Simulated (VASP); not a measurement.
A run of VASP 6.6.1 is set up as follows.

INCAR

```
SYSTEM = Mo3HS6
PREC = Accurate ; ENCUT = 520
EDIFF = 1E-7 ; ISMEAR = 0
SIGMA = 0.1 ; LREAL = .False.
LASPH = .True. ; NELM = 80
ALGO = Normal ; ISIF = 2
LWAVE = .False. ; LCHARG = .True.
LDIPOL = .True. ; IDIPOL = 3
DIPOL = 0.5 0.5 0.488 ; GGA = PS
LELF = .True. ; LVHAR = .True.
LVACPOTAV = .True. ; NBANDS = 50
```

File KPOINTS:

```
regular mesh
0
Gamma
  10 5 1
  0 0 0
```

Contents of POSCAR:

```
Mo3HS6
1.0
    3.1204068985      0.0000000000      0.0000000000
   -1.5602034492      6.1523257957      0.0000000000
    0.0000000000      0.0000000000     25.6597815141
S Mo H
6 3 1
Direct
    0.8927216587      0.7854433174      0.3312576919
    0.1715891272      0.3431782543      0.3824398182
    0.4248770516      0.8497541032      0.4354374436
    0.7047428115      0.4094654124      0.4861970894
    0.9628665561      0.9257405526      0.5411345583
    0.1730160878      0.3460381128      0.6172031673
    0.5321553930      0.0643107859      0.3568487551
    0.0634283179      0.1268429315      0.4560351157
    0.6028601598      0.2057221030      0.5588565878
    0.3396827545      1.1793714461      0.7171155814
```

Potentials or basis: VASP PAW PBE potentials, release 64 (S, Mo_sv, H).

Command:

```sh
$ cat potpaw_PBE.64/S/POTCAR potpaw_PBE.64/Mo_sv/POTCAR potpaw_PBE.64/H/POTCAR > POTCAR
$ mpirun -np 1 vasp_std > vasp.out
```

Task: What does it give for the largest force?

Result: 4.019 eV/Å.

Task: Predict the band gap on the k mesh.

Result: Zero (an odd number of electrons rules out a gap without spin polarisation).

Forces in eV/Å, atoms in the order of the input:
```
S   -0.001  1.484 -0.570
S   -0.002  0.886 -1.300
S   -0.002  0.315 -1.113
S    0.007 -0.007  0.008
S    0.001  0.021 -0.013
S    0.161 -0.033  0.258
Mo   0.007 -2.699  2.978
Mo   0.006  0.031 -0.049
Mo  -0.063 -0.094  0.115
H   -0.112  0.097 -0.314
```

Caveat: the PAW data sets were made with another functional, which shifts forces and pressure a little.
